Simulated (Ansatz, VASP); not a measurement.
## One calculation of KI, two programs

INCAR

```
SYSTEM = KI
PREC = Accurate
ENCUT = 520
EDIFF = 1E-6
ISMEAR = 0
SIGMA = 0.05
LREAL = .FALSE.
LASPH = .TRUE.
NELM = 60
ALGO = Normal
ISIF = 2
LWAVE = .FALSE.
LCHARG = .FALSE.
GGA = PE
NBANDS = 15
```

File KPOINTS:

```
Automatic mesh
0
G
  6 6 6
  0 0 0
```

Contents of POSCAR:

```
KI
1.0
    0.0000000000      3.6302865000      3.5245500000
    3.5245500000      0.0000000000      3.5245500000
    3.5245500000      3.6302865000      0.0000000000
K I
1 1
Direct
    0.0000000000      0.0000000000      0.0000000000
    0.5000000000      0.5000000000      0.5000000000
```

Input for Ansatz:

```yaml
crystal:
  lattice:
    - [0.0, 3.6302865, 3.52455]
    - [3.52455, 0.0, 3.52455]
    - [3.52455, 3.6302865, 0.0]
  atoms:
    - { symbol: K, position: [0.0, 0.0, 0.0] }
    - { symbol: I, position: [0.5, 0.5, 0.5] }
basis:
  ecutwfc: 420
kpoints:
  mp_grid: { grid: [6, 6, 6] }
hamiltonian:
  xc: pbe
scf:
  occupations: { method: gaussian, width: 0.05 }
output:
  forces: true
  stress: true
  eigenvalues: true
```

Change from the starting cell: strain +0.0300 x Voigt [0, 1, 0, 0, 0, 0], atoms carried along.

Alike in both runs: task single point; functional PBE; k mesh 6 × 6 × 6; occupations gaussian, width 0.05 eV; no spin polarisation.

|  | VASP | Ansatz |
| --- | --- | --- |
| version | VASP 6.6.1 | Ansatz 0.2.0 |
| potentials or method | VASP PAW PBE potentials, release 64 (K_sv, I), cutoff 520 eV | scalar-relativistic, plane waves, PAW |
| valence electrons in the cell | 16 | 26 |

```tsv
	VASP	Ansatz	Ansatz less VASP
gap on the k mesh at the Fermi level (eV)	3.91	3.91	+0.004
least direct gap on the mesh (eV)	3.91	3.91	+0.004
pressure (GPa)	0.4	0.3	-0.03
traceless stress, the component that is largest in VASP (GPa)	-0.44	-0.44	+0.005
```

VASP's potentials hold 16 valence electrons a cell and Ansatz's 26, so a difference there can come from the potentials and not from the codes.

Neither program's run includes spin-orbit coupling.
